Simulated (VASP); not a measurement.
# KH4 (Pm-3m) in VASP: a series of runs, part 2 of 2

VASP 6.6.1. Earlier steps stand in the parts before.

## 4. Relaxation of cell and atoms, PBE

The input, INCAR:

```
SYSTEM = KH4
  PREC = Accurate
  ENCUT = 600
  EDIFF = 1E-6
  ISMEAR = 0
  SIGMA = 0.1
  LREAL = .False.
  LASPH = .True.
  NELM = 60
  ALGO = Normal
  ISIF = 3
  LWAVE = .False.
  LCHARG = .False.
  GGA = PE
  IBRION = 2
  NSW = 90
  EDIFFG = -0.04
```

The input, KPOINTS:

```
Automatic mesh
0
Gamma
  4 4 4
  0 0 0
```

The input, POSCAR:

```
KH4
1.0
    4.1110568100      0.0000000000      0.0000000000
    0.0000000000      4.1110568100      0.0000000000
    0.0000000000      0.0000000000      4.1110568100
K H
1 4
Direct
    0.0000000000      0.0000000000      0.0000000000
    0.5000000000      0.0000000000      0.0000000000
    0.0000000000      0.5000000000      0.0000000000
    0.0000000000      0.0000000000      0.5000000000
    0.5000000000      0.5000000000      0.5000000000
```

Potentials or basis: VASP PAW PBE potentials, release 64 (K_sv, H).

The run is started by

```console
$ cat potpaw_PBE.64/K_sv/POTCAR potpaw_PBE.64/H/POTCAR > POTCAR
$ mpirun -np 1 vasp_std > vasp.out
```

OUTCAR:

```text
SYSTEM = KH4
   PREC = Accurate
   ENCUT = 600
   EDIFF = 1E-6
   ISMEAR = 0
   LREAL = .False.
   LASPH = .True.
   NELM = 60
   ISIF = 3
   GGA = PE
   IBRION = 2
   NSW = 90
   EDIFFG = -0.04

 ion  position               nearest neighbor table
   1  0.000  0.000  0.000-   2 2.06   3 2.06   4 2.06   4 2.06   3 2.06   2 2.06
   2  0.500  0.000  0.000-   1 2.06   1 2.06
   3  0.000  0.500  0.000-   1 2.06   1 2.06
   4  0.000  0.000  0.500-   1 2.06   1 2.06
   5  0.500  0.500  0.500-

  LATTYP: Found a simple cubic cell.
 ALAT       =     4.1110568100

  Lattice vectors:

 A1 = (   4.1110568100,   0.0000000000,   0.0000000000)
 A2 = (   0.0000000000,   4.1110568100,   0.0000000000)
 A3 = (   0.0000000000,   0.0000000000,   4.1110568100)

Analysis of symmetry for initial positions (statically):
=====================================================================
 Subroutine PRICEL returns:
 Original cell was already a primitive cell.

 Routine SETGRP: Setting up the symmetry group for a
 simple cubic supercell.

 Subroutine GETGRP returns: Found 48 space group operations
 (whereof 48 operations were pure point group operations)
 out of a pool of 48 trial point group operations.

The static configuration has the point symmetry O_h .

Analysis of symmetry for dynamics (positions and initial velocities):
=====================================================================
 Subroutine PRICEL returns:
 Original cell was already a primitive cell.

 Routine SETGRP: Setting up the symmetry group for a
 simple cubic supercell.

 Subroutine GETGRP returns: Found 48 space group operations
 (whereof 48 operations were pure point group operations)
 out of a pool of 48 trial point group operations.

The dynamic configuration has the point symmetry O_h .

 Subroutine INISYM returns: Found 48 space group operations
 (whereof 48 operations are pure point group operations),
 and found     1 'primitive' translations

----------------------------------------------------------------------------------------

                                     Primitive cell

  volume of cell :      69.4801

  direct lattice vectors                    reciprocal lattice vectors
     4.111056810  0.000000000  0.000000000     0.243246456  0.000000000  0.000000000
     0.000000000  4.111056810  0.000000000     0.000000000  0.243246456  0.000000000
     0.000000000  0.000000000  4.111056810     0.000000000  0.000000000  0.243246456

  length of vectors
     4.111056810  4.111056810  4.111056810     0.243246456  0.243246456  0.243246456

  position of ions in fractional coordinates (direct lattice)
     0.000000000  0.000000000  0.000000000
     0.500000000  0.000000000  0.000000000
     0.000000000  0.500000000  0.000000000
     0.000000000  0.000000000  0.500000000
     0.500000000  0.500000000  0.500000000

  ion indices of the primitive-cell ions
   primitive index   ion index
                 1           1
                 2           2
                 3           3
                 4           4
                 5           5

----------------------------------------------------------------------------------------

 KPOINTS: Automatic mesh

Automatic generation of k-mesh.
 Grid dimensions read from file:
 generate k-points for:    4    4    4

 Generating k-lattice:

  Cartesian coordinates                     Fractional coordinates (reciprocal lattice)
     0.060811614  0.000000000  0.000000000     0.250000000  0.000000000  0.000000000
     0.000000000  0.060811614  0.000000000     0.000000000  0.250000000  0.000000000
     0.000000000  0.000000000  0.060811614     0.000000000  0.000000000  0.250000000

  Length of vectors
     0.060811614  0.060811614  0.060811614

  Shift w.r.t. Gamma in fractional coordinates (k-lattice)
     0.000000000  0.000000000  0.000000000

 Subroutine IBZKPT returns following result:
 ===========================================

 Found     10 irreducible k-points:

 Following reciprocal coordinates:
            Coordinates               Weight
  0.000000  0.000000  0.000000      1.000000
  0.250000  0.000000  0.000000      6.000000
  0.500000  0.000000  0.000000      3.000000
  0.250000  0.250000  0.000000     12.000000
  0.500000  0.250000  0.000000     12.000000
  0.500000  0.500000  0.000000      3.000000
  0.250000  0.250000  0.250000      8.000000
  0.500000  0.250000  0.250000     12.000000
  0.500000  0.500000  0.250000      6.000000
  0.500000  0.500000  0.500000      1.000000
   k-points           NKPTS =     10   k-points in BZ     NKDIM =     10   number of bands    NBANDS=     10
   number of dos      NEDOS =    301   number of ions     NIONS =      5
   total plane-waves  NPLWV =  46656
   dimension x,y,z NGX =    36 NGY =   36 NGZ =   36
   dimension x,y,z NGXF=    72 NGYF=   72 NGZF=   72
   ions per type =               1   4
   NGX,Y,Z   is equivalent  to a cutoff of  14.56, 14.56, 14.56 a.u.
   NGXF,Y,Z  is equivalent  to a cutoff of  29.12, 29.12, 29.12 a.u.
 SYSTEM =  KH4
   PREC   = accura    normal or accurate (medium, high low for compatibility)
   ISTART =      0    job   : 0-new  1-cont  2-samecut
   ICHARG =      2    charge: 1-file 2-atom 10-const
   ISPIN  =      1    spin polarized calculation?
   LNONCOLLINEAR =      F non collinear calculations
   LSORBIT =      F    spin-orbit coupling
   LASPH  =      T    aspherical Exc in radial PAW
   ENCUT  =  600.0 eV  44.10 Ry    6.64 a.u.   8.21  8.21  8.21*2*pi/ulx,y,z
   NELM   =     60;   NELMIN=  2; NELMDL= -5     # of ELM steps
   EDIFF  = 0.1E-05   stopping-criterion for ELM
   LREAL  =      F    real-space projection
   EDIFFG = -.4E-01   stopping-criterion for IOM
   NSW    =     90    number of steps for IOM
   IBRION =      2    ionic relax: 0-MD 1-quasi-New 2-CG
   NFREE  =      1    steps in history (QN), initial steepest desc. (CG)
   ISIF   =      3    stress and relaxation
   ISYM   =      2    0-nonsym 1-usesym 2-fastsym
   POTIM  = 0.5000    time-step for ionic-motion
   TEBEG  =    0.0;   TEEND  =   0.0 temperature during run
   PSTRESS=    0.0 pullay stress
   NELECT =      13.0000    total number of electrons
   NUPDOWN=      -1.0000    fix difference up-down
   EMIN   =  10.00;   EMAX   =-10.00  energy-range for DOS
   EFERMI =   0.00;   METHOD = LEGACY
   ISMEAR =     0;   SIGMA  =   0.10  broadening in eV -4-tet -1-fermi 0-gaus
   EFERMI_NEDOS =   21; number of points for ismear=-14 and -15
   IALGO  =     38    algorithm
   IMIX   =      4    mixing-type and parameters
     AMIX     =   0.40;   BMIX     =  1.00
     AMIX_MAG =   1.60;   BMIX_MAG =  1.00
  volume/ion in A,a.u.               =      13.90        93.77
  Fermi-wavevector in a.u.,A,eV,Ry     =   0.936345  1.769435 11.928793  0.876742
  Thomas-Fermi vector in A             =   2.063345
   LORBIT       =      0    0 simple, 1 ext, 2 COOP (PROOUT), +10 PAW based schemes
   GGA     = PE    functional components
   LHFCALC =     F    Hartree Fock is set to
   AEXX    =    0.0000 exact exchange contribution
   IVDW    =     0    specifies the selected vdW correction
   LEPSILON=     F    determine dielectric tensor
   LRPA    =     F    only Hartree local field effects (RPA)
 conjugate gradient relaxation of ions
 non-spin polarized calculation
 Gauss-broadening in eV      SIGMA  =   0.10
  energy-cutoff  :      600.00
  volume of cell :       69.48
 maximum number of plane-waves:      2360
 NGX is ok and might be reduce to    36
   NGX = 17   NGY = 17   NGZ = 17

--------------------------------------- Ionic step        1  -------------------------------------------

 number of electron      13.0000003 magnetization

 Free energy of the ion-electron system (eV)
  ---------------------------------------------------
  ext. energy  EPLUGINS =         0.00000000
  ---------------------------------------------------
  free energy    TOTEN  =        -5.93864403 eV

  energy without entropy =       -5.91489982  energy(sigma->0) =       -5.92677192

------------------------ aborting loop because EDIFF is reached ----------------------------------------

  FORCE on cell =-STRESS in cart. coord.  units (eV):
  Direction    XX          YY          ZZ          XY          YZ          ZX
  --------------------------------------------------------------------------------------
  -------------------------------------------------------------------------------------
  Total        1.8299308      1.8299308      1.8299308      0.0000000      0.0000000      0.0000000
  in kB       42.1973154     42.1973154     42.1973154      0.0000000      0.0000000      0.0000000
  external PRESSURE =      42.1973154 kB  Pullay stress =       0.0000000 kB
[... 141 lines left out ...]
  energy  without entropy=       -6.1583423588  energy(sigma->0) =       -6.18732606

--------------------------------------- Ionic step        5  -------------------------------------------

 number of electron      13.0000001 magnetization

 Free energy of the ion-electron system (eV)
  ---------------------------------------------------
  ext. energy  EPLUGINS =         0.00000000
  ---------------------------------------------------
  free energy    TOTEN  =        -6.24057962 eV

  energy without entropy =       -6.19502053  energy(sigma->0) =       -6.21780008

 E-fermi :  -3.9596     XC(G=0):  -6.0453

 val. band max:       -3.9726342824   @ k =   0.5000   0.5000   0.5000
 cond. band min:      -3.9130749770   @ k =   0.5000   0.2500   0.2500
 fundamental gap:      0.0595593054
 Fermi energy:        -3.9595733754

 k-point     1 :       0.0000    0.0000    0.0000
  band No.  band energies     occupation
      1     -31.9663      2.00000
      2     -15.4890      2.00000
      3     -15.4890      2.00000
      4     -15.4890      2.00000
      5      -6.2768      2.00000
      6      -4.1633      1.99604
      7      -4.1633      1.99604
      8      -3.2632      0.00000
      9       4.1468      0.00000
     10       4.1468      0.00000
[... 147 lines left out ...]
  FREE ENERGIE OF THE ION-ELECTRON SYSTEM (eV)
  ---------------------------------------------------
  free  energy   TOTEN  =        -6.2405796227 eV

  energy  without entropy=       -6.1950205342  energy(sigma->0) =       -6.21780008

 reached required accuracy - stopping structural energy minimisation
```

OSZICAR:

```text
N       E                     dE             d eps       ncg     rms          rms(c)
DAV:   1     0.720266449637E+02    0.72027E+02   -0.59725E+03   200   0.121E+03
DAV:   2    -0.197140033693E+01   -0.73998E+02   -0.71247E+02   234   0.267E+02
DAV:   3    -0.610783959122E+01   -0.41364E+01   -0.40883E+01   234   0.575E+01
[... 58 lines left out ...]
DAV:   7    -0.624058415210E+01    0.13991E-03   -0.98629E-03   260   0.200E-01    0.134E-01
DAV:   8    -0.624062211517E+01   -0.37963E-04   -0.74317E-04   292   0.144E-01    0.629E-02
DAV:   9    -0.624057732835E+01    0.44787E-04   -0.26747E-04   236   0.495E-02    0.645E-03
DAV:  10    -0.624057953336E+01   -0.22050E-05   -0.53936E-06   238   0.165E-02    0.272E-03
DAV:  11    -0.624057962272E+01   -0.89362E-07   -0.58781E-07   100   0.481E-03
   5 F= -.62405796E+01 E0= -.62178001E+01  d E =-.301936E+00
```

CONTCAR:

```text
KH4
   1.00000000000000
     4.6764262292791932    0.0000000000000000    0.0000000000000000
     0.0000000000000000    4.6764262292791932    0.0000000000000000
    -0.0000000000000000    0.0000000000000000    4.6764262292791932
  K               H
     1     4
Direct
     0.0000000000000000    0.0000000000000000    0.0000000000000000
     0.5000000000000000    0.0000000000000000    0.0000000000000000
     0.0000000000000000    0.5000000000000000    0.0000000000000000
     0.0000000000000000    0.0000000000000000    0.5000000000000000
     0.5000000000000000    0.5000000000000000    0.5000000000000000

  0.00000000E+00  0.00000000E+00  0.00000000E+00
  0.00000000E+00  0.00000000E+00  0.00000000E+00
  0.00000000E+00  0.00000000E+00  0.00000000E+00
  0.00000000E+00  0.00000000E+00  0.00000000E+00
  0.00000000E+00  0.00000000E+00  0.00000000E+00
```

Run time: 30 s. Hardware: 1 thread of Intel Xeon Platinum 8488C (Sapphire Rapids), shared host; peak memory 0.21 GiB.

What came out:

```yaml
Free_energy: -6.2406 eV
Relaxed_volume: 20.45 Å³/atom
Relaxed_cell: a = 4.676 Å, b = 4.676 Å, c = 4.676 Å, α = 90.00°, β = 90.00°, γ = 90.00°
Space_group_after_relaxing_to_0.05_Å: Pm-3m (No. 221)
Energy_gained_by_relaxing: 60.4 meV/atom
Ionic_steps: 5
Pressure_after_relaxing: -0.1 GPa
```

The path:
| step | energy change (eV) | largest force (eV/Å) | pressure (GPa) | volume (Å³) |
| --- | --- | --- | --- | --- |
| 1 | 0.0000 | 0.0000 | 4.22 | 69.48 |
| 2 | -0.0873 | 0.0000 | 3.28 | 73.23 |
| 3 | -0.2511 | 0.0000 | 1.28 | 85.27 |
| 4 | -0.2777 | 0.0000 | -0.56 | 113.16 |
| 5 | -0.3019 | 0.0000 | -0.12 | 102.27 |

Final structure:
```yaml
crystal:
  lattice:
    - [4.67643, 0.00000, 0.00000]
    - [0.00000, 4.67643, 0.00000]
    - [0.00000, 0.00000, 4.67643]
  atoms:
    - { symbol: K, position: [0.00000, 0.00000, 0.00000] }
    - { symbol: H, position: [0.50000, 0.00000, 0.00000] }
    - { symbol: H, position: [0.00000, 0.50000, 0.00000] }
    - { symbol: H, position: [0.00000, 0.00000, 0.50000] }
    - { symbol: H, position: [0.50000, 0.50000, 0.50000] }
```

Levels at points of the mesh, in eV from the Fermi level:
| k point | band 5 | band 6 | band 7 | band 8 | band 9 | band 10 |
| --- | --- | --- | --- | --- | --- | --- |
| (0.00, 0.00, 0.00) | -2.32 | -0.20 | -0.20 | 0.70 | 8.11 | 8.11 |
| (0.50, 0.00, 0.00) | -1.28 | -0.91 | -0.13 | 0.85 | 7.72 | 7.72 |
| (0.50, 0.50, 0.00) | -0.64 | -0.22 | 0.07 | 0.07 | 6.62 | 7.84 |
| (0.50, 0.50, 0.50) | -0.01 | 0.23 | 0.23 | 0.23 | 5.43 | 5.43 |

Caveat: the k points lie up to 0.34 Å⁻¹ apart in the final cell; the volume moved by over 15 % at a fixed basis, so the end points are rough.

## 5. Single point, PBE

This run uses another cell than the first one, of 19.93 Å³/atom, 1.434 times its volume.

The input, INCAR:

```
SYSTEM = KH4
PREC     = Accurate       ! precision mode
ENCUT    = 520            ! plane-wave cutoff, eV
EDIFF    = 1E-6           ! SCF threshold, eV
ISMEAR   = 0              ! smearing method
SIGMA    = 0.1            ! smearing width, eV
LREAL    = .False.        ! projectors in reciprocal space
LASPH    = .True.         ! aspherical terms in the spheres
NELM     = 80             ! most SCF steps
ALGO     = Normal         ! electronic algorithm
ISIF     = 2              ! what is computed and relaxed
LWAVE    = .False.        ! write WAVECAR
LCHARG   = .True.         ! write CHGCAR
GGA      = PE             ! functional
LELF     = .True.         ! ELF
LVHAR    = .True.       
NBANDS   = 14             ! bands
```

The input, KPOINTS:

```
regular mesh
0
Gamma
  8 8 8
  0 0 0
```

POSCAR: that of step 4 with these lines changed.

```diff
@@ -2,5 +2,5 @@
 1.0
-    4.1110568100      0.0000000000      0.0000000000
-    0.0000000000      4.1110568100      0.0000000000
-    0.0000000000      0.0000000000      4.1110568100
+    4.6360841831      0.0000000000      0.0000000000
+    0.0000000000      4.6360841831      0.0000000000
+    0.0000000000      0.0000000000      4.6360841831
 K H
```

The run is started by

```console
$ cat potpaw_PBE.64/K_sv/POTCAR potpaw_PBE.64/H/POTCAR > POTCAR
$ mpirun -np 1 vasp_std > vasp.out
```

Run time: 24 s. Hardware: 1 thread of Intel Xeon Platinum 8488C (Sapphire Rapids), shared host; peak memory 0.22 GiB.

It converged, with:

```yaml
Free_energy: -6.2688 eV
Pressure: 0.0 GPa
```

Levels at points of the mesh, in eV from the Fermi level:
| k point | band 5 | band 6 | band 7 | band 8 | band 9 | band 10 |
| --- | --- | --- | --- | --- | --- | --- |
| (0.00, 0.00, 0.00) | -2.38 | -0.22 | -0.22 | 0.74 | 8.18 | 8.18 |
| (0.50, 0.00, 0.00) | -1.31 | -0.92 | -0.14 | 0.90 | 7.74 | 7.74 |
| (0.50, 0.50, 0.00) | -0.65 | -0.22 | 0.09 | 0.09 | 6.65 | 7.90 |
| (0.50, 0.50, 0.50) | 0.00 | 0.26 | 0.26 | 0.26 | 5.42 | 5.42 |

## 6. Relaxation of cell and atoms, PBE

This run uses another cell than the first one, of 19.45 Å³/atom, 1.400 times its volume.

The input, INCAR:

```
SYSTEM = KH4
ALGO = Normal
EDIFF = 1E-6
EDIFFG = -0.01
ENCUT = 600
GGA = PE
IBRION = 2
ISIF = 3
ISMEAR = 0
LASPH = .TRUE.
LCHARG = .FALSE.
LREAL = .FALSE.
LWAVE = .FALSE.
NELM = 80
NSW = 100
PREC = Accurate
SIGMA = 0.1
```

The input, KPOINTS:

```
k-points
0
G
  8 8 8
  0 0 0
```

POSCAR: that of step 5 with these lines changed.

```diff
@@ -2,5 +2,5 @@
 1.0
-    4.6360841831      0.0000000000      0.0000000000
-    0.0000000000      4.6360841831      0.0000000000
-    0.0000000000      0.0000000000      4.6360841831
+    4.5985193941      0.0000000000      0.0000000000
+    0.0000000000      4.5985193941      0.0000000000
+    0.0000000000      0.0000000000      4.5985193941
 K H
```

Potentials or basis: VASP PAW PBE potentials, release 64 (K_sv, H).

The run is started by

```console
$ cat potpaw_PBE.64/K_sv/POTCAR potpaw_PBE.64/H/POTCAR > POTCAR
$ mpirun -np 1 vasp_std > vasp.out
```

Wall time 67 s (1 thread of Intel Xeon Platinum 8488C (Sapphire Rapids), shared host); peak memory 0.27 GiB.

It converged, with:

```
Free energy                            : -6.2693 eV
Relaxed volume                         : 20.06 Å³/atom
Relaxed cell                           : a = 4.646 Å, b = 4.646 Å, c = 4.646 Å, α = 90.00°, β = 90.00°, γ = 90.00°
Space group after relaxing (to 0.05 Å) : Pm-3m (No. 221)
Energy gained by relaxing              : 0.4 meV/atom
Ionic steps                            : 4
Pressure after relaxing                : 0.0 GPa
```

Step by step:
| step | energy change (eV) | largest force (eV/Å) | pressure (GPa) | volume (Å³) |
| --- | --- | --- | --- | --- |
| 1 | 0.0000 | 0.0000 | 0.18 | 97.24 |
| 2 | -0.0003 | 0.0000 | 0.16 | 97.55 |
| 3 | -0.0011 | 0.0000 | 0.11 | 98.46 |
| 4 | -0.0018 | 0.0000 | 0.01 | 100.31 |

Final structure:
```xyz
5
Lattice="4.6464 0.0000 0.0000 0.0000 4.6464 0.0000 0.0000 0.0000 4.6464" Properties=species:S:1:pos:R:3 pbc="T T T"
K     0.0000    0.0000    0.0000
H     2.3232    0.0000    0.0000
H     0.0000    2.3232    0.0000
H     0.0000    0.0000    2.3232
H     2.3232    2.3232    2.3232
```

Levels at points of the mesh, in eV from the Fermi level:
```
           k point  band 4  band 5  band 6  band 7  band 8  band 9  band 10
(0.00, 0.00, 0.00)  -11.51   -2.36   -0.21   -0.21    0.73    8.16     8.16
(0.50, 0.00, 0.00)  -11.51   -1.30   -0.92   -0.13    0.89    7.74     7.74
(0.50, 0.50, 0.00)  -11.51   -0.65   -0.22    0.09    0.09    6.64     7.88
(0.50, 0.50, 0.50)  -11.63   -0.01    0.26    0.26    0.26    5.42     5.42
```

## 7. Overview

```csv
task,cell,k mesh,cutoff (eV),gap on the mesh (eV),pressure (GPa),relaxed volume (Å³/atom)
single point,"a = 4.111 Å, 5 atoms",4 × 4 × 4,520,none,4.1,-
single point,"a = 4.599 Å, 5 atoms",4 × 4 × 4,520,none,0.2,-
relaxation of cell and atoms,"relaxed from a = 4.111 Å, 5 atoms",4 × 4 × 4,600,none,-0.1,20.45
single point,"a = 4.636 Å, 5 atoms",8 × 8 × 8,520,none,0.0,-
relaxation of cell and atoms,"relaxed from a = 4.599 Å, 5 atoms",8 × 8 × 8,600,none,0.0,20.06
```

Alike in all rows: level PBE; potentials or basis VASP PAW PBE potentials, release 64 (K_sv, H); no spin polarisation; smearing gaussian 0.1 eV.

Caveats: some runs use coarse meshes; the volume moved by over 15 % at a fixed basis, so the end points are rough (some runs).

Total energies depend on the potentials used, so only differences within one code and one set of settings carry meaning.
